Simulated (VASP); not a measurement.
Input of a VASP 6.6.1 run:

Contents of INCAR:

```
ALGO = Normal
EDIFF = 1E-6
ENCUT = 520
GGA = PS
ISIF = 2
ISMEAR = -1
ISPIN = 2
LASPH = True
LCHARG = False
LMAXMIX = 4
LORBIT = 11
LREAL = False
LWAVE = False
MAGMOM = 2 2 0 0
NBANDS = 27
NELM = 150
PREC = Accurate
SIGMA = 0.05
```

Contents of KPOINTS:

```
k-points
0
Gamma
  10 10 5
```

Contents of POSCAR:

```
CoO
1.0
    3.2397248551      0.0000000000      0.0000000000
   -1.6198624276      2.8056840258      0.0000000000
    0.0000000000      0.0000000000      5.2975164125
Co O
2 2
Direct
    0.3333333333      0.6666666667      0.5033624100
    0.0000000000      0.0000000000      0.0034741400
    0.3333333333      0.6666666667      0.8715556000
    0.0000000000      0.0000000000      0.3716088500
```

Potentials or basis: VASP PAW PBE potentials, release 64 (Co, O).

Launch:

```sh
$ cat potpaw_PBE.64/Co/POTCAR potpaw_PBE.64/O/POTCAR > POTCAR
$ mpirun -np 1 vasp_std > vasp.out
```

Question: Predict the site moments.

Answer: Co +2.52; O +0.33 μB.

Question: Predict the pressure.

Answer: -11.6 GPa.

Question: What does it give for the largest force?

Answer: 0.226 eV/Å.

Stress tensor (GPa, compression positive):
```
-12.32   0.00   0.00
  0.00 -12.32   0.00
  0.00   0.00 -10.25
```

Caveat: the PAW data sets were made with another functional, which shifts forces and pressure a little.
